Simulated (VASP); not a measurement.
Crystal: MgS.

```xyz
2
Lattice="0.0000 2.8309 2.8309 2.6893 0.0000 2.8309 2.6893 2.8309 0.0000" Properties=species:S:1:pos:R:3 pbc="T T T"
Mg    0.0000    0.0000    0.0000
S     1.3447    1.4154    1.4154
```

This cell differs from its parent crystal: uniaxial x strain -5.0%.

Base run:

- Program: VASP 6.6.1
- Functional: HSE06
- Potentials or basis: VASP PAW PBE potentials, release 64 (Mg, S)
- Cutoff: 520 eV
- k mesh: 6 × 6 × 6
- Occupations: gaussian, width 0.01 eV
- Spin: no spin polarisation

Its results: band gap on the k mesh 4.66 eV (least direct gap 4.69 eV); pressure 3.2 GPa.

Task: The run is repeated on the same cell with these changes: functional from HSE06 to PBE; cutoff from 520 eV to 600 eV; k mesh from 6 × 6 × 6 to 4 × 4 × 4. What comes out?

Result: Band gap on the k mesh 3.62 eV; pressure 4.4 GPa.

Several settings changed at once.

Caveats: some runs use coarse meshes; the cell stands under pressure (at least some runs); the PAW data sets were made with another functional, which shifts forces and pressure a little (at least some runs).

A k mesh can miss the band edges.
